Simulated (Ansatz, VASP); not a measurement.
# Sn: VASP beside Ansatz

INCAR

```
PREC = Accurate
ENCUT = 520
EDIFF = 1E-6
ISMEAR = -1
SIGMA = 0.1
LREAL = False
LASPH = True
NELM = 100
ALGO = Normal
ISIF = 2
LWAVE = False
LCHARG = False
GGA = CA
NBANDS = 21
```

Contents of KPOINTS:

```
Automatic mesh
0
Gamma
  3 3 3
```

The input POSCAR:

```
Sn
1.0
    0.0000000000      3.2380799619      3.2380799619
    3.2380799619      0.0000000000      3.2380799619
    3.2380799619      3.2380799619      0.0000000000
Sn
2
Direct
    0.5000000000      0.5000000000      0.5000000000
    0.7500000000      0.7500000000      0.7500000000
```

Input for Ansatz:

```yaml
crystal:
  lattice:
    - [0.0, 3.2380799619, 3.2380799619]
    - [3.2380799619, 0.0, 3.2380799619]
    - [3.2380799619, 3.2380799619, 0.0]
  atoms:
    - { symbol: Sn, position: [0.5, 0.5, 0.5] }
    - { symbol: Sn, position: [0.75, 0.75, 0.75] }
hamiltonian:
  xc: lda
  pseudopotentials:
    kind: paw
    azcp:
      Sn: "pseudopotentials/Sn.paw.azcp"
basis:
  ecutwfc: 420
  fft_grid_basis: typed
kpoints:
  mp_grid: { grid: [3, 3, 3], shift: [0, 0, 0] }
magnetization:
  spin_polarized: false
scf:
  occupations: { method: fermi_dirac, width: 0.1 }
  lower_state_search: "off"
output:
  stress: true
  write_density: true
  write_potential: true
  elf: true
  volumetric_format: npy
```

Alike in both runs: task single point; functional LDA; k mesh 3 × 3 × 3; occupations fermi-dirac, width 0.1 eV; no spin polarisation.

|  | VASP | Ansatz |
| --- | --- | --- |
| version | VASP 6.6.1 | Ansatz 0.2.0 |
| potentials or method | VASP PAW LDA potentials, release 64 (Sn_d), cutoff 520 eV | plane waves (420 eV) with PAW, scalar-relativistic |
| valence electrons in the cell | 28 | 28 |

|  | VASP | Ansatz | Ansatz less VASP |
| --- | --- | --- | --- |
| pressure (GPa) | 2.0 | 2.0 | -0.04 |

Ansatz warns that its potentials were made for another functional, while VASP's fit it. LDA's correlation is that of Perdew and Zunger in VASP and of Perdew and Wang (1992) in Ansatz.

The k mesh is coarse, so the values compare programs but aren't converged.
